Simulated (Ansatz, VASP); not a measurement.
**AgCl in VASP and in Ansatz**

Contents of INCAR:

```
PREC = Accurate
ENCUT = 520
EDIFF = 1E-7
ISMEAR = 0
SIGMA = 0.05
LREAL = F
LASPH = T
NELM = 60
ALGO = Normal
ISIF = 2
LWAVE = F
LCHARG = T
GGA = CA
LELF = T
LVHAR = T
NBANDS = 16
```

KPOINTS

```
regular mesh
0
Gamma
  8 8 8
```

POSCAR

```
AgCl
1.0
    0.0000000000      2.6622240000      2.7731500000
    2.7731500000      0.0000000000      2.7731500000
    2.7731500000      2.6622240000      0.0000000000
Ag Cl
1 1
Direct
    0.5000000000      0.5000000000      0.5000000000
    0.0000000000      0.0000000000      0.0000000000
```

Input for Ansatz:

```yaml
crystal:
  lattice:
    - [0.0, 2.662224, 2.77315]
    - [2.77315, 0.0, 2.77315]
    - [2.77315, 2.662224, 0.0]
  atoms:
    - { symbol: Ag, position: [0.5, 0.5, 0.5] }
    - { symbol: Cl, position: [0.0, 0.0, 0.0] }
basis:
  ecutwfc: 420
kpoints:
  mp_grid: { grid: [8, 8, 8] }
hamiltonian:
  xc: lda
scf:
  occupations: { method: gaussian, width: 0.05 }
output:
  forces: true
  stress: true
  eigenvalues: true
```

Change from the starting cell: strain -0.0400 x Voigt [0, 1, 0, 0, 0, 0], atoms carried along.

Alike in both runs: task single point; functional LDA; k mesh 8 × 8 × 8; occupations gaussian, width 0.05 eV; no spin polarisation.

|  | VASP | Ansatz |
| --- | --- | --- |
| version | VASP 6.6.1 | Ansatz 0.2.0 |
| potentials or method | VASP PAW LDA potentials, release 64 (Ag, Cl), cutoff 520 eV | scalar-relativistic, plane waves, PAW |
| valence electrons in the cell | 18 | 26 |

|  | VASP | Ansatz | Ansatz less VASP |
| --- | --- | --- | --- |
| gap on the k mesh at the Fermi level (eV) | 0.53 | 0.50 | -0.028 |
| least direct gap on the mesh (eV) | 3.08 | 3.05 | -0.029 |
| pressure (GPa) | -3.6 | -3.6 | -0.01 |
| traceless stress, the component that is largest in VASP (GPa) | 0.52 | 0.50 | -0.018 |

LDA's correlation is that of Perdew and Zunger in VASP and of Perdew and Wang (1992) in Ansatz. VASP's potentials hold 18 valence electrons a cell and Ansatz's 26, so a difference there can come from the potentials and not from the codes.
